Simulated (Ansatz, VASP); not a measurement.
# Mo: VASP beside Ansatz

```
Mo
1.0
     3.16462    0.00000    0.00000
     0.00000    3.16462    0.00000
     0.00000    0.00000   25.68664
Mo
4
Direct
  0.00000 0.00000 0.57433
  0.50000 0.50000 0.62648
  0.00000 0.00000 0.69379
  0.50000 0.50000 0.74594
```

Alike in both runs: functional PBE; k mesh 10 × 10 × 1; occupations methfessel-paxton of order 1, width 0.1 eV; no spin polarisation.

Ansatz relaxed the structure, and its values are those at the end. VASP's run is a single point on that final structure, the one shown.

|  | VASP | Ansatz |
| --- | --- | --- |
| version | VASP 6.6.1 | Ansatz 0.2.0 |
| potentials or method | VASP PAW PBE potentials, release 64 (Mo_sv), cutoff 400 eV | scalar-relativistic, plane waves, PAW |
| valence electrons in the cell | 56 | 56 |

|  | VASP | Ansatz | Ansatz less VASP |
| --- | --- | --- | --- |
| gap on the k mesh at the Fermi level (eV) | none | none | - |
| rms of the force components (eV/Å) | 0.019 | 0.001 | -0.0184 |

A gap of «none» marks a metal or a gap that the smearing closes. Ansatz's warnings: xc potential rough in thin density.
